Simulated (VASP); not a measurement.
## Ca: single point with PBEsol

The system is Ca.

```
Ca
1.0
     3.85207    0.00000    0.00000
    -1.92604    3.33599    0.00000
     0.00000    0.00000    6.34902
Ca
2
Direct
  0.33333 0.66667 0.25000
  0.66667 0.33333 0.75000
```

This isn't the form of Ca at room conditions, which is fcc.

* Program: VASP 6.6.1
* Task: single point
* Functional: PBEsol
* Potentials or basis: VASP PAW PBE potentials, release 64 (Ca_sv)
* Cutoff: 520 eV
* k mesh: 11 × 11 × 6
* Occupations: fermi-dirac, width 0.08 eV
* Spin: no spin polarisation

```yaml
Pressure: 0.0 GPa
Band_gap_on_the_k_mesh: zero (bands 10 and 11 overlap by 0.39 eV)
```

Levels at points of the mesh, in eV from the Fermi level:
```tsv
k point	band 8	band 9	band 10	band 11	band 12	band 13
(0.00, 0.00, 0.00)	-22.77	-4.14	-1.10	-0.21	2.28	2.33
(0.00, 0.00, 0.50)	-22.79	-3.10	-3.10	1.38	1.38	2.32
```

Run time: 44 s on 1 thread of AMD EPYC 9R45 96-Core Processor (Zen 5), on a shared host, peak memory 0.2 GiB.

Caveat: the PAW data sets were made with another functional, which shifts forces and pressure a little.
